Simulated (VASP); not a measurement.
## Lu: single point with PBEsol

Lu:

```
CELL_PARAMETERS angstrom
0.00000 3.48952 3.48952
3.48952 0.00000 3.48952
3.48952 3.48952 0.00000
ATOMIC_POSITIONS crystal
Lu 0.12500 0.12500 0.12500
Lu 0.87500 0.87500 0.87500
```

This isn't the form of Lu at room conditions, which is hcp.

- Program: VASP 6.6.1
- Task: single point
- Functional: PBEsol
- Potentials or basis: VASP PAW PBE potentials, release 64 (Lu)
- Cutoff: 520 eV
- k mesh: 9 × 9 × 9
- Occupations: fermi-dirac, width 0.1 eV
- Spin: no spin polarisation
- Dipole correction: no
- Further INCAR settings: ALGO = Normal; EDIFF = 1e-06; NBANDS = 32

```yaml
Pressure: 1.0 GPa
Band_gap_on_the_k_mesh: zero (bands 25 and 26 overlap by 1.43 eV)
```

Levels at points of the mesh, in eV from the Fermi level:
```
           k point  band 22  band 23  band 24  band 25  band 26  band 27  band 28  band 29
(0.00, 0.00, 0.00)    -5.55    -4.67     0.30     0.30     0.60     0.60     0.60     2.15
```

Run time: 2.2 min on 1 thread of Oxide Virtual Turin-like Processor, on a shared host, peak memory 0.25 GiB.

Caveat: the PAW data sets were made with another functional, which shifts forces and pressure a little; spin-orbit coupling is left out, which moves the levels of the heavy elements.
